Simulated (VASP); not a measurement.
Here is a VASP 6.6.1 calculation.

Contents of INCAR:

```
SYSTEM = ZnS
  PREC = Accurate
  ENCUT = 520
  EDIFF = 1E-6
  ISMEAR = 0
  SIGMA = 0.02
  LREAL = .False.
  LASPH = .True.
  NELM = 100
  ALGO = Normal
  ISIF = 2
  LWAVE = .False.
  LCHARG = .True.
  GGA = PE
  LELF = .True.
  LVHAR = .True.
  NBANDS = 26
```

KPOINTS

```
Automatic mesh
0
Gamma
  12 12 4
  0 0 0
```

The input POSCAR:

```
ZnS
1.0
    3.8440669355      0.0000000000      0.0000000000
   -1.9220334677      3.3290596200      0.0000000000
    0.0000000000      0.0000000000      6.3676894919
Zn S
2 2
Direct
    0.3333333333      0.6666666667      0.0010286189
    0.6666666667      0.3333333333      0.5010286189
    0.3333333333      0.6666666667      0.3739713811
    0.6666666667      0.3333333333      0.8739713811
```

Potentials or basis: VASP PAW PBE potentials, release 64 (Zn, S).

Run with:

```bash
$ cat potpaw_PBE.64/Zn/POTCAR potpaw_PBE.64/S/POTCAR > POTCAR
$ mpirun -np 1 vasp_std > vasp.out
```

Task: Predict the pressure.

Result: -0.5 GPa.

Task: Estimate the band gap on the k mesh.

Result: 2.01 eV.

Stress tensor (GPa, compression positive):
```
-0.18  0.00  0.00
 0.00 -0.18  0.00
 0.00  0.00 -1.15
```

Caveat: the cell differs from its parent crystal (strain along c alone, the other axes held: +1.0 %, then relaxed in part). A k mesh can miss the band edges.
